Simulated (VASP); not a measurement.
# SnTe: single point with PBEsol

The system is SnTe.

```
CELL_PARAMETERS angstrom
0.00000 3.15650 3.15650
3.15650 0.00000 3.15650
3.15650 3.15650 0.00000
ATOMIC_POSITIONS crystal
Sn 0.00000 0.00000 0.00000
Te 0.53430 0.53430 0.53430
```

This cell differs from its parent crystal: all Te atoms moved +0.375 Å, as atom 2 along Cartesian [1 1 1].

```json
{
 "Program": "VASP 6.6.1",
 "Task": "single point",
 "Functional": "PBEsol",
 "Potentials or basis": "VASP PAW PBE potentials, release 64 (Sn_d, Te)",
 "Cutoff": "520 eV",
 "k mesh": "10 × 10 × 10",
 "Occupations": "gaussian, width 0.03 eV",
 "Spin": "no spin polarisation",
 "Dipole correction": "no",
 "Further INCAR settings": "ALGO = Normal; EDIFF = 1e-07; NBANDS = 17"
}
```

| Item | Value |
| --- | --- |
| Pressure | 1.3 GPa |
| Largest force | 0.571 eV/Å |
| Band gap on the k mesh | 0.39 eV |

Forces in eV/Å, atoms in the order of the input:
```
Sn   0.330  0.330  0.330
Te  -0.330 -0.330 -0.330
```

Stress tensor (GPa, compression positive):
```
1.28 0.19 0.19
0.19 1.28 0.19
0.19 0.19 1.28
```

Levels at points of the mesh, in eV from the valence-band top:
| k point | band 7 | band 8 | band 9 | band 10 | band 11 | band 12 | band 13 | band 14 |
| --- | --- | --- | --- | --- | --- | --- | --- | --- |
| (0.00, 0.00, 0.00) | -4.44 | -2.09 | -2.09 | -1.70 | 2.70 | 3.29 | 3.29 | 5.20 |
| (0.50, 0.00, 0.00) | -8.18 | -2.09 | -1.79 | 0.00 | 0.39 | 1.10 | 1.13 | 7.63 |
| (0.50, 0.50, 0.50) | -7.76 | -1.87 | -1.87 | -0.67 | 0.72 | 0.72 | 1.04 | 7.26 |
| (0.50, 0.50, 0.00) | -6.73 | -4.95 | -3.67 | -3.29 | 1.87 | 5.23 | 5.61 | 6.59 |

Wall time 46 s on 1 thread of Intel(R) Xeon(R) 6975P-C (Granite Rapids) (shared host), peak memory 0.29 GiB.

Caveat: the cell differs from its parent crystal (all Te atoms moved +0.375 Å, as atom 2 along Cartesian [1 1 1]); semilocal functionals underestimate gaps, and a narrow one can read as zero; the PAW data sets were made with another functional, which shifts forces and pressure a little; spin-orbit coupling is left out, which moves the levels of the heavy elements. A k mesh can miss the band edges.
